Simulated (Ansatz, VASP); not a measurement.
# CdS: VASP beside Ansatz

Contents of INCAR:

```
SYSTEM = CdS
ALGO = Normal
EDIFF = 1E-7
ENCUT = 520
GGA = PS
ISIF = 2
ISMEAR = -1
LASPH = .True.
LCHARG = .False.
LREAL = .False.
LWAVE = .False.
NBANDS = 26
NELM = 100
PREC = Accurate
SIGMA = 0.01
```

KPOINTS

```
k-points
0
Gamma
  7 7 4
  0 0 0
```

The input POSCAR:

```
CdS
1.0
    4.1347992034      0.0000000000      0.0000000000
   -2.0673996017      3.5808411497      0.0000000000
    0.0000000000      0.0000000000      6.5465300000
Cd S
2 2
Direct
    0.3333333333      0.6666666667      0.0000000000
    0.6666666667      0.3333333333      0.5000000000
    0.3333333333      0.6666666667      0.3850000000
    0.6666666667      0.3333333333      0.8850000000
```

Input for Ansatz:

```yaml
crystal:
  lattice:
    - [4.1347992034, 0.0, 0.0]
    - [-2.0673996017, 3.5808411497, 0.0]
    - [0.0, 0.0, 6.54653]
  atoms:
    - { symbol: Cd, position: [0.3333333333, 0.6666666667, 0.0] }
    - { symbol: Cd, position: [0.6666666667, 0.3333333333, 0.5] }
    - { symbol: S, position: [0.3333333333, 0.6666666667, 0.385] }
    - { symbol: S, position: [0.6666666667, 0.3333333333, 0.885] }
kpoints:
  mp_grid: { grid: [7, 7, 4] }
  band_path:
    path:
      - [0.0, 0.0, 0.0]
      - [0.5, 0.0, 0.0]
      - [0.3333333333, 0.3333333333, 0.0]
      - [0.0, 0.0, 0.0]
      - [0.0, 0.0, 0.5]
      - [0.5, 0.0, 0.5]
      - [0.3333333333, 0.3333333333, 0.5]
      - [0.0, 0.0, 0.5]
      - [0.5, 0.0, 0.5]
    npoints: 5
scf:
  occupations: { method: fermi_dirac, width: 0.01 }
hamiltonian:
  xc: pbesol
  pseudopotentials: { kind: all_electron, lapw: { basis_error: 0.001 } }
output:
  forces: true
  stress: true
  eigenvalues: true
```

Change from the starting cell: zz strain of -3 %.

Alike in both runs: task single point; functional PBEsol; k mesh 7 × 7 × 4; occupations fermi-dirac, width 0.01 eV; no spin polarisation.

|  | VASP | Ansatz |
| --- | --- | --- |
| version | VASP 6.6.1 | Ansatz 0.2.0 |
| potentials or method | VASP PAW PBE potentials, release 64 (Cd, S), cutoff 520 eV | all-electron LAPW, scalar-relativistic |

VASP gave:

- gap on the k mesh at the Fermi level (eV): 1.16
- pressure (GPa): 1.6
- traceless stress, the component that is largest in VASP (GPa): 0.52
- rms of the force components (eV/Å): 0.031

Task: Which values does Ansatz return?

Result: gap on the k mesh at the Fermi level (eV): 1.16; pressure (GPa): 1.2; traceless stress, the component that is largest in VASP (GPa): 0.52; rms of the force components (eV/Å): 0.030.

VASP's potentials were made for PBE, not for PBEsol. Atom by atom the forces differ by 0.000 eV/Å (rms over components). Ansatz ran all-electron here, and VASP with PAW potentials.
